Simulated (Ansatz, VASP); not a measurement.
## One calculation of LaNb2N2, two programs

The input INCAR:

```
SYSTEM = LaNb2N2
ALGO = Normal ; EDIFF = 1E-7
ENCUT = 520 ; GGA = PE
ISIF = 2 ; ISMEAR = 0
ISPIN = 2 ; LASPH = .TRUE.
LCHARG = .TRUE. ; LELF = .TRUE.
LMAXMIX = 6 ; LORBIT = 11
LREAL = .FALSE. ; LVHAR = .TRUE.
LWAVE = .FALSE. ; MAGMOM = 0 0 0 0 0
NBANDS = 36 ; NELM = 150
PREC = Accurate ; SIGMA = 0.1
```

File KPOINTS:

```
k-points
0
G
  6 6 6
  0 0 0
```

The input POSCAR:

```
LaNb2N2
1.0
   -1.9008466300      1.9008466300      5.9767711200
    1.9008466300     -1.9008466300      5.9767711200
    1.9008466300      1.9008466300     -5.9767711200
La Nb N
1 2 2
Direct
    0.0000000000      0.0000000000      0.0000000000
    0.3443000000      0.3443000000      0.0000000000
    0.6557000000      0.6557000000      0.0000000000
    0.1411000000      0.1411000000      0.0000000000
    0.8589000000      0.8589000000      0.0000000000
```

Input for Ansatz:

```yaml
crystal:
  lattice:
    - [-1.90084663, 1.90084663, 5.97677112]
    - [1.90084663, -1.90084663, 5.97677112]
    - [1.90084663, 1.90084663, -5.97677112]
  atoms:
    - { symbol: La, position: [0.0, 0.0, 0.0] }
    - { symbol: Nb, position: [0.3443, 0.3443, 0.0] }
    - { symbol: Nb, position: [0.6557, 0.6557, 0.0] }
    - { symbol: "N", position: [0.1411, 0.1411, 0.0] }
    - { symbol: "N", position: [0.8589, 0.8589, 0.0] }
basis:
  ecutwfc: 420
kpoints:
  mp_grid: { grid: [6, 6, 6] }
hamiltonian:
  xc: pbe
scf:
  occupations: { method: gaussian, width: 0.1 }
  lower_state_search: "off"
output:
  forces: true
  stress: true
  eigenvalues: true
  populations: true
magnetization:
  spin_polarized: true
```

Change from the starting cell: species swapped into the Ba2ZnN2 type (I4/mmm, No. 139).

Alike in both runs: task single point; functional PBE; k mesh 6 × 6 × 6; occupations gaussian, width 0.1 eV; collinear spin.

|  | VASP | Ansatz |
| --- | --- | --- |
| version | VASP 6.6.1 | Ansatz 0.2.0 |
| potentials or method | VASP PAW PBE potentials, release 64 (La, Nb_sv, N), cutoff 520 eV | scalar-relativistic, plane waves, PAW |
| valence electrons in the cell | 47 | 47 |

```csv
,VASP,Ansatz,Ansatz less VASP
gap on the k mesh at the Fermi level (eV),none,none,-
pressure (GPa),11.0,10.8,-0.19
"traceless stress, the component that is largest in VASP (GPa)",61.18,60.60,-0.575
rms of the force components (eV/Å),4.711,4.654,-0.0574
net moment per atom (μB),0.00,0.00,0.000
```

Atom by atom the forces differ by 0.058 eV/Å (rms over components). A gap of «none» marks a metal or a gap that the smearing closes. Ansatz's warnings: no starting moments.

The k mesh is coarse, so the values compare programs but aren't converged. Neither program's run includes spin-orbit coupling.
